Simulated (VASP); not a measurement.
# Ta in VASP: notebook

Runs on Ta. Level: PBEsol. Tasks: single point.

Program: VASP 6.6.1. These are calculated values, not measurements. Logs are shortened: lines on timing, memory, paths and dates and some standing lists are left out, and cuts for length are marked.

### Step 1. The cell of the first run

It takes space group I4/mmm (No. 139, tetragonal). The conventional cell has a = 3.237 Å, b = 3.237 Å, c = 3.303 Å, α = 90.00°, β = 90.00°, γ = 90.00°. Ta (site symmetry 4/mmm) has 14 Ta at 2.82 to 3.30 Å within 3.7 Å.

### Step 2. Single point, PBEsol (equal xx and yy strain of -2 %)

File INCAR:

```
SYSTEM = Ta
PREC     = Accurate       ! precision mode
ENCUT    = 520            ! plane-wave cutoff, eV
EDIFF    = 1E-7           ! SCF threshold, eV
ISMEAR   = -1             ! smearing method
SIGMA    = 0.08           ! smearing width, eV
LREAL    = .FALSE.        ! projectors in reciprocal space
LASPH    = .TRUE.         ! aspherical terms in the spheres
NELM     = 100            ! most SCF steps
ALGO     = Normal         ! electronic algorithm
ISIF     = 2              ! what is computed and relaxed
LWAVE    = .FALSE.        ! write WAVECAR
LCHARG   = .FALSE.        ! write CHGCAR
GGA      = PS             ! functional
NBANDS   = 12             ! bands
```

File KPOINTS:

```
Automatic mesh
0
G
  17 17 17
  0 0 0
```

File POSCAR:

```
Ta
1.0
   -1.6182544000      1.6182544000      1.6512800000
    1.6182544000     -1.6182544000      1.6512800000
    1.6182544000      1.6182544000     -1.6512800000
Ta
1
Direct
    0.0000000000      0.0000000000      0.0000000000
```

Potentials or basis: VASP PAW PBE potentials, release 64 (Ta_pv).

Run with:

```console
cat potpaw_PBE.64/Ta_pv/POTCAR > POTCAR
mpirun -np 1 vasp_std > vasp.out
```

OUTCAR:

```text
SYSTEM = Ta
   PREC = Accurate
   ENCUT = 520
   EDIFF = 1E-7
   ISMEAR = -1
   LREAL = .FALSE.
   LASPH = .TRUE.
   NELM = 100
   ISIF = 2
   GGA = PS

 ion  position               nearest neighbor table
   1  0.000  0.000  0.000-

  LATTYP: Found a body centered tetragonal cell.
 ALAT       =     3.2365088000
 C/A-ratio  =     1.0204081633

  Lattice vectors:

 A1 = (  -1.6182544000,   1.6182544000,   1.6512800000)
 A2 = (   1.6182544000,  -1.6182544000,   1.6512800000)
 A3 = (   1.6182544000,   1.6182544000,  -1.6512800000)

Analysis of symmetry for initial positions (statically):
=====================================================================
 Subroutine PRICEL returns:
 Original cell was already a primitive cell.

 Routine SETGRP: Setting up the symmetry group for a
 body centered tetragonal supercell.

 Subroutine GETGRP returns: Found 16 space group operations
 (whereof 16 operations were pure point group operations)
 out of a pool of 16 trial point group operations.

The static configuration has the point symmetry D_4h.

Analysis of symmetry for dynamics (positions and initial velocities):
=====================================================================
 Subroutine PRICEL returns:
 Original cell was already a primitive cell.

 Routine SETGRP: Setting up the symmetry group for a
 body centered tetragonal supercell.

 Subroutine GETGRP returns: Found 16 space group operations
 (whereof 16 operations were pure point group operations)
 out of a pool of 16 trial point group operations.

The dynamic configuration has the point symmetry D_4h.

 Subroutine INISYM returns: Found 16 space group operations
 (whereof 16 operations are pure point group operations),
 and found     1 'primitive' translations

----------------------------------------------------------------------------------------

                                     Primitive cell

  volume of cell :      17.2971

  direct lattice vectors                    reciprocal lattice vectors
    -1.618254400  1.618254400  1.651280000     0.000000000  0.308974905  0.302795407
     1.618254400 -1.618254400  1.651280000     0.308974905  0.000000000  0.302795407
     1.618254400  1.618254400 -1.651280000     0.308974905  0.308974905  0.000000000

  length of vectors
     2.822095010  2.822095010  2.822095010     0.432609004  0.432609004  0.436956502

  position of ions in fractional coordinates (direct lattice)
     0.000000000  0.000000000  0.000000000

  ion indices of the primitive-cell ions
   primitive index   ion index
                 1           1
[... 80 lines left out ...]
   POTIM  = 0.5000    time-step for ionic-motion
   TEBEG  =    0.0;   TEEND  =   0.0 temperature during run
   PSTRESS=    0.0 pullay stress
   NELECT =      11.0000    total number of electrons
   NUPDOWN=      -1.0000    fix difference up-down
   EMIN   =  10.00;   EMAX   =-10.00  energy-range for DOS
   EFERMI =   0.00;   METHOD = LEGACY
   ISMEAR =    -1;   SIGMA  =   0.08  broadening in eV -4-tet -1-fermi 0-gaus
   EFERMI_NEDOS =   21; number of points for ismear=-14 and -15
   IALGO  =     38    algorithm
   IMIX   =      4    mixing-type and parameters
     AMIX     =   0.40;   BMIX     =  1.00
     AMIX_MAG =   1.60;   BMIX_MAG =  1.00
  volume/ion in A,a.u.               =      17.30       116.73
  Fermi-wavevector in a.u.,A,eV,Ry     =   1.407822  2.660397 26.966225  1.981962
  Thomas-Fermi vector in A             =   2.530042
   LORBIT       =      0    0 simple, 1 ext, 2 COOP (PROOUT), +10 PAW based schemes
   GGA     = PS    functional components
   LHFCALC =     F    Hartree Fock is set to
   AEXX    =    0.0000 exact exchange contribution
   IVDW    =     0    specifies the selected vdW correction
   LEPSILON=     F    determine dielectric tensor
   LRPA    =     F    only Hartree local field effects (RPA)
 non-spin polarized calculation
  energy-cutoff  :      520.00
  volume of cell :       17.30
 maximum number of plane-waves:       477
 NGX is ok and might be reduce to    24
   NGX = 11   NGY = 11   NGZ = 11

 number of electron      11.0000000 magnetization

 Free energy of the ion-electron system (eV)
  ---------------------------------------------------
  ext. energy  EPLUGINS =         0.00000000
  ---------------------------------------------------
  free energy    TOTEN  =       -12.55768142 eV

  energy without entropy =      -12.53123170  energy(sigma->0) =      -12.54445656

 E-fermi :   5.6449     XC(G=0): -12.9371

 val. band max:        5.6434835775   @ k =  -0.1176   0.2353   0.0588
 cond. band min:       5.6492640403   @ k =  -0.2353   0.2353   0.0588
 fundamental gap:      0.0057804628
 Fermi energy:         5.6448600632

 k-point     1 :       0.0000    0.0000    0.0000
  band No.  band energies     occupation
      1     -27.2139      2.00000
      2     -27.2098      2.00000
      3     -27.2098      2.00000
      4      -2.4319      2.00000
      5       6.2854      0.00067
      6       6.2854      0.00067
      7       6.5499      0.00002
      8       9.5976      0.00000
      9       9.9653      0.00000
     10      20.4531      0.00000
     11      20.6412      0.00000
     12      21.0129      0.00000
[... 331 lines left out ...]
 k-point    24 :      -0.1176    0.0588    0.0000
  band No.  band energies     occupation
      1     -27.3588      2.00000
      2     -27.2430      2.00000
      3     -27.2242      2.00000
      4      -1.9473      2.00000
      5       6.0421      0.01385
      6       6.2595      0.00092
      7       6.8643      0.00000
      8       9.3407      0.00000
      9       9.7936      0.00000
     10      20.4527      0.00000
     11      21.2435      0.00000
     12      21.7900      0.00000

 [... further k-points ...]

------------------------ aborting loop because EDIFF is reached ----------------------------------------

  FORCE on cell =-STRESS in cart. coord.  units (eV):
  Direction    XX          YY          ZZ          XY          YZ          ZX
  --------------------------------------------------------------------------------------
  -------------------------------------------------------------------------------------
  Total        0.6297518      0.6297518      0.3597673      0.0000000      0.0000000      0.0000000
  in kB       58.3318450     58.3318450     33.3240613      0.0000000      0.0000000      0.0000000
  external PRESSURE =      49.9959171 kB  Pullay stress =       0.0000000 kB

 VOLUME and BASIS-vectors are now :
 -----------------------------------------------------------------------------
  energy-cutoff  :      520.00
  volume of cell :       17.30
      direct lattice vectors                 reciprocal lattice vectors
    -1.618254400  1.618254400  1.651280000     0.000000000  0.308974905  0.302795407
     1.618254400 -1.618254400  1.651280000     0.308974905  0.000000000  0.302795407
     1.618254400  1.618254400 -1.651280000     0.308974905  0.308974905  0.000000000

 POSITION                                       TOTAL-FORCE (eV/Angst)
 -----------------------------------------------------------------------------------
      0.00000      0.00000      0.00000         0.000000     -0.000000      0.000000
 -----------------------------------------------------------------------------------
    total drift:                               -0.000000     -0.000000      0.000000

  FREE ENERGIE OF THE ION-ELECTRON SYSTEM (eV)
  ---------------------------------------------------
  free  energy   TOTEN  =       -12.5576814164 eV

  energy  without entropy=      -12.5312317023  energy(sigma->0) =      -12.54445656
```

OSZICAR:

```text
N       E                     dE             d eps       ncg     rms          rms(c)
DAV:   1     0.612008475869E+02    0.61201E+02   -0.60845E+03  9744   0.881E+02
DAV:   2    -0.120084555696E+02   -0.73209E+02   -0.71406E+02 10832   0.248E+02
DAV:   3    -0.130353636389E+02   -0.10269E+01   -0.10187E+01 11608   0.276E+01
DAV:   4    -0.130379274837E+02   -0.25638E-02   -0.25636E-02 10748   0.153E+00
DAV:   5    -0.130379351325E+02   -0.76489E-05   -0.76483E-05 11616   0.791E-02    0.148E+01
DAV:   6    -0.126732763522E+02    0.36466E+00   -0.28349E-01 11512   0.564E+00    0.730E+00
DAV:   7    -0.125593772568E+02    0.11390E+00   -0.25539E-01 11328   0.497E+00    0.370E-01
DAV:   8    -0.125577296775E+02    0.16476E-02   -0.63538E-03 10292   0.745E-01    0.128E-01
DAV:   9    -0.125576844833E+02    0.45194E-04   -0.12746E-04 11232   0.123E-01    0.240E-02
DAV:  10    -0.125576816256E+02    0.28577E-05   -0.31941E-06 10784   0.196E-02    0.347E-03
DAV:  11    -0.125576814592E+02    0.16639E-06   -0.87274E-08  7436   0.326E-03    0.394E-04
DAV:  12    -0.125576814164E+02    0.42800E-07   -0.53851E-09  5504   0.845E-04
   1 F= -.12557681E+02 E0= -.12544457E+02  d E =-.264497E-01
```

stdout:

```text
POSCAR found type information on POSCAR Ta
 POSCAR found :  1 types and       1 ions
 scaLAPACK will be used
 -----------------------------------------------------------------------------
|                                                                             |
|                                                                             |
|     You enforced a specific xc type in the INCAR file but a different       |
|     I HOPE YOU KNOW WHAT YOU ARE DOING!                                     |
|                                                                             |
 -----------------------------------------------------------------------------

 LDA part: xc-table for (Slater+PW92), standard interpolation
 POSCAR, INCAR and KPOINTS ok, starting setup
 FFT: planning ... GRIDC
 FFT: planning ... GRID_SOFT
 FFT: planning ... GRID
 WAVECAR not read
 entering main loop
```

Run time: 39 s. Hardware: 1 thread of AMD EPYC 9R45 (Zen 5), shared host; peak memory 0.17 GiB.

Results:

- Free energy: -12.5577 eV
- Pressure: 5.0 GPa
- Band gap on the k mesh: zero (an odd number of electrons rules out a gap without spin polarisation)

Caveat: the cell differs from its parent crystal (equal xx and yy strain of -2 %); the cell stands under pressure; the PAW data sets were made with another functional, which shifts forces and pressure a little; spin-orbit coupling is left out, which moves the levels of the heavy elements.

### Step 3. Single point, PBEsol (equal xx and yy strain of +1 %)

File INCAR:

```
SYSTEM = Ta
PREC = Accurate ; ENCUT = 520
EDIFF = 1E-6 ; ISMEAR = -1
SIGMA = 0.08 ; LREAL = .FALSE.
LASPH = .TRUE. ; NELM = 100
ALGO = Normal ; ISIF = 2
LWAVE = .FALSE. ; LCHARG = .FALSE.
GGA = PS ; NBANDS = 12
```

File KPOINTS:

```
regular mesh
0
G
  17 17 17
  0 0 0
```

File POSCAR:

```
Ta
1.0
   -1.6677928000      1.6677928000      1.6512800000
    1.6677928000     -1.6677928000      1.6512800000
    1.6677928000      1.6677928000     -1.6512800000
Ta
1
Direct
    0.0000000000      0.0000000000      0.0000000000
```

Potentials or basis: VASP PAW PBE potentials, release 64 (Ta_pv).

Run with:

```console
cat potpaw_PBE.64/Ta_pv/POTCAR > POTCAR
mpirun -np 1 vasp_std > vasp.out
```

Run time: 38 s. Hardware: 1 thread of AMD EPYC 9R45 (Zen 5), shared host; peak memory 0.18 GiB.

Results (log left out):

```
Free energy            : -12.5492 eV
Pressure               : -7.4 GPa
Band gap on the k mesh : zero (an odd number of electrons rules out a gap without spin polarisation)
```

Stress tensor (GPa, compression positive):
```
-7.70  0.00  0.00
 0.00 -7.70  0.00
 0.00  0.00 -6.75
```

Levels at points of the mesh, in eV from the Fermi level:
| k point | band 3 | band 4 | band 5 | band 6 | band 7 | band 8 | band 9 | band 10 |
| --- | --- | --- | --- | --- | --- | --- | --- | --- |
| (0.00, 0.00, 0.00) | -33.11 | -7.86 | 0.63 | 0.76 | 0.76 | 3.83 | 4.00 | 14.59 |

Caveat: the cell differs from its parent crystal (equal xx and yy strain of +1 %); the cell stands under tension; the PAW data sets were made with another functional, which shifts forces and pressure a little; spin-orbit coupling is left out, which moves the levels of the heavy elements.

### Step 4. Single point, PBEsol (equal xx and yy strain of +3 %)

File INCAR:

```
PREC = Accurate
ENCUT = 520
EDIFF = 1E-6
ISMEAR = -1
SIGMA = 0.08
LREAL = False
LASPH = True
NELM = 80
ALGO = Normal
ISIF = 2
LWAVE = False
LCHARG = False
GGA = PS
NBANDS = 12
```

File KPOINTS:

```
regular mesh
0
Gamma
  17 17 17
```

File POSCAR:

```
Ta
1.0
   -1.7008184000      1.7008184000      1.6512800000
    1.7008184000     -1.7008184000      1.6512800000
    1.7008184000      1.7008184000     -1.6512800000
Ta
1
Direct
    0.0000000000      0.0000000000      0.0000000000
```

Run with:

```console
cat potpaw_PBE.64/Ta_pv/POTCAR > POTCAR
mpirun -np 1 vasp_std > vasp.out
```

It took 38 s on 1 thread of AMD EPYC 9R45 (Zen 5), shared host; peak memory 0.18 GiB.

It converged, with:

| Property | Result |
| --- | --- |
| Free energy | -12.4976 eV |
| Pressure | -13.9 GPa |
| Band gap on the k mesh | zero (an odd number of electrons rules out a gap without spin polarisation) |

Stress tensor (GPa, compression positive):
```
-14.64   0.00   0.00
  0.00 -14.64   0.00
  0.00   0.00 -12.27
```

Levels at points of the mesh, in eV from the Fermi level:
```tsv
k point	band 3	band 4	band 5	band 6	band 7	band 8
(0.00, 0.00, 0.00)	-33.27	-7.71	0.48	0.83	0.83	3.51
```

Caveat: the cell differs from its parent crystal (equal xx and yy strain of +3 %); the cell stands under tension; the PAW data sets were made with another functional, which shifts forces and pressure a little; spin-orbit coupling is left out, which moves the levels of the heavy elements.

### Step 5. Single point, PBEsol (equal xy, yz and zx shear strains of -3 %)

File INCAR:

```
PREC     = Accurate       # precision mode
ENCUT    = 520            # plane-wave cutoff, eV
EDIFF    = 1E-6           # SCF threshold, eV
ISMEAR   = -1             # smearing method
SIGMA    = 0.08           # smearing width, eV
LREAL    = False          # projectors in reciprocal space
LASPH    = True           # aspherical terms in the spheres
NELM     = 100            # most SCF steps
ALGO     = Normal         # electronic algorithm
ISIF     = 2              # what is computed and relaxed
LWAVE    = False          # write WAVECAR
LCHARG   = False          # write CHGCAR
GGA      = PS             # functional
NBANDS   = 12             # bands
```

KPOINTS is that of step 4.

File POSCAR:

```
Ta
1.0
   -1.7008184000      1.6512800000      1.6512800000
    1.6512800000     -1.7008184000      1.6512800000
    1.6512800000      1.6512800000     -1.7008184000
Ta
1
Direct
    0.0000000000      0.0000000000      0.0000000000
```

Run with:

```console
cat potpaw_PBE.64/Ta_pv/POTCAR > POTCAR
mpirun -np 1 vasp_std > vasp.out
```

Wall time 46 s (1 thread of AMD EPYC 9R45 (Zen 5), shared host); peak memory 0.19 GiB.

It converged, with:

```
Free energy            : -12.5514 eV
Pressure               : -3.3 GPa
Band gap on the k mesh : zero (an odd number of electrons rules out a gap without spin polarisation)
```

Stress tensor (GPa, compression positive):
```
-3.28  2.04  2.04
 2.04 -3.28  2.04
 2.04  2.04 -3.28
```

Levels at points of the mesh, in eV from the Fermi level:
| k point | band 3 | band 4 | band 5 | band 6 | band 7 | band 8 | band 9 | band 10 |
| --- | --- | --- | --- | --- | --- | --- | --- | --- |
| (0.00, 0.00, 0.00) | -32.91 | -7.93 | 0.24 | 0.92 | 0.92 | 4.06 | 4.06 | 14.48 |

Caveat: the cell differs from its parent crystal (equal xy, yz and zx shear strains of -3 %); the cell stands under tension; the PAW data sets were made with another functional, which shifts forces and pressure a little; spin-orbit coupling is left out, which moves the levels of the heavy elements.

### Step 6. Single point, PBEsol (equal xy, yz and zx shear strains of -1 %)

File INCAR:

```
SYSTEM = Ta
PREC = Accurate ; ENCUT = 520
EDIFF = 1E-7 ; ISMEAR = -1
SIGMA = 0.08 ; LREAL = .FALSE.
LASPH = .TRUE. ; NELM = 80
ALGO = Normal ; ISIF = 2
LWAVE = .FALSE. ; LCHARG = .FALSE.
GGA = PS ; NBANDS = 12
```

File KPOINTS:

```
regular mesh
0
G
  17 17 17
  0 0 0
```

File POSCAR:

```
Ta
1.0
   -1.6677928000      1.6512800000      1.6512800000
    1.6512800000     -1.6677928000      1.6512800000
    1.6512800000      1.6512800000     -1.6677928000
Ta
1
Direct
    0.0000000000      0.0000000000      0.0000000000
```

Potentials or basis: VASP PAW PBE potentials, release 64 (Ta_pv).

Run with:

```console
cat potpaw_PBE.64/Ta_pv/POTCAR > POTCAR
mpirun -np 1 vasp_std > vasp.out
```

Wall time 50 s (1 thread of AMD EPYC 9R45 (Zen 5), shared host); peak memory 0.19 GiB.

It converged, with:

| Property | Result |
| --- | --- |
| Free energy | -12.5608 eV |
| Pressure | -3.6 GPa |
| Band gap on the k mesh | zero (an odd number of electrons rules out a gap without spin polarisation) |

Stress tensor (GPa, compression positive):
```
-3.59  0.74  0.74
 0.74 -3.59  0.74
 0.74  0.74 -3.59
```

Levels at points of the mesh, in eV from the Fermi level:
```csv
k point,band 2,band 3,band 4,band 5,band 6,band 7,band 8,band 9,band 10,band 11
"(0.00, 0.00, 0.00)",-33.04,-32.99,-7.93,0.56,0.80,0.80,4.00,4.00,14.85,15.14
```

Caveat: the cell differs from its parent crystal (equal xy, yz and zx shear strains of -1 %); the cell stands under tension; the PAW data sets were made with another functional, which shifts forces and pressure a little; spin-orbit coupling is left out, which moves the levels of the heavy elements.

### Step 7. Summary

| cell | gap on the mesh (eV) | pressure (GPa) |
| --- | --- | --- |
| a = 2.822 Å, angles 110.0, 110.0, 108.4°, 1 atom | none | 5.0 |
| a = 2.879 Å, angles 109.2, 109.2, 110.0°, 1 atom | none | -7.4 |
| a = 2.918 Å, angles 108.7, 108.7, 111.1°, 1 atom | none | -13.9 |
| a = 2.889 Å, angles 110.3°, 1 atom | none | -3.3 |
| a = 2.870 Å, angles 109.7°, 1 atom | none | -3.6 |

Alike in all rows: task single point; level PBEsol; potentials or basis VASP PAW PBE potentials, release 64 (Ta_pv); no spin polarisation; k mesh 17 × 17 × 17; cutoff (eV) 520; smearing fermi-dirac 0.08 eV.

Caveats: the PAW data sets were made with another functional, which shifts forces and pressure a little; spin-orbit coupling is left out, which moves the levels of the heavy elements; the cell stands under tension (at least some runs); the cell stands under pressure (at least some runs).

Absolute energies hang on the potentials; compare differences alone.
